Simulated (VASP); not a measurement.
Set up this calculation in VASP 6.6.1, as the native input.

```yaml
Task: single point
Functional: PBEsol
Potentials_or_basis: VASP PAW PBE potentials, release 64 (Mg, O)
Cutoff: 600 eV
k_mesh: 10 × 10 × 10
Occupations: methfessel-paxton, width 0.02 eV
Spin: no spin polarisation
Dipole_correction: no
Further_INCAR_settings: ALGO = Normal; EDIFF = 1e-06; NBANDS = 11
```

The structure of MgO lies in POSCAR:

```
MgO
1.0
    0.0000000000      2.1070910977      2.1070910977
    2.1070910977      0.0000000000      2.1070910977
    2.1070910977      2.1070910977      0.0000000000
Mg O
1 1
Direct
    0.0000000000      0.0000000000      0.0000000000
    0.5000000000      0.5000000000      0.5000000000
```

These files were run (other wordings do the same):

INCAR

```
SYSTEM = MgO
ALGO = Normal
EDIFF = 1E-6
ENCUT = 600
GGA = PS
GGA_COMPAT = .FALSE.
ISIF = 2
ISMEAR = 1
LASPH = .TRUE.
LCHARG = .FALSE.
LREAL = .FALSE.
LWAVE = .FALSE.
NBANDS = 11
NELM = 120
PREC = Accurate
SIGMA = 0.02
```

KPOINTS

```
k-points
0
G
  10 10 10
  0 0 0
```

Potentials or basis: VASP PAW PBE potentials, release 64 (Mg, O).

Launch:

```sh
$ cat potpaw_PBE.64/Mg/POTCAR potpaw_PBE.64/O/POTCAR > POTCAR
$ mpirun -np 1 vasp_std > vasp.out
```

It gave:

- Pressure: -0.7 GPa
- Band gap on the k mesh: 4.62 eV, direct

Caveat: the PAW data sets were made with another functional, which shifts forces and pressure a little.

Run time: 11 s on 1 thread of Intel Xeon 8259CL, on a shared host, peak memory 0.14 GiB.
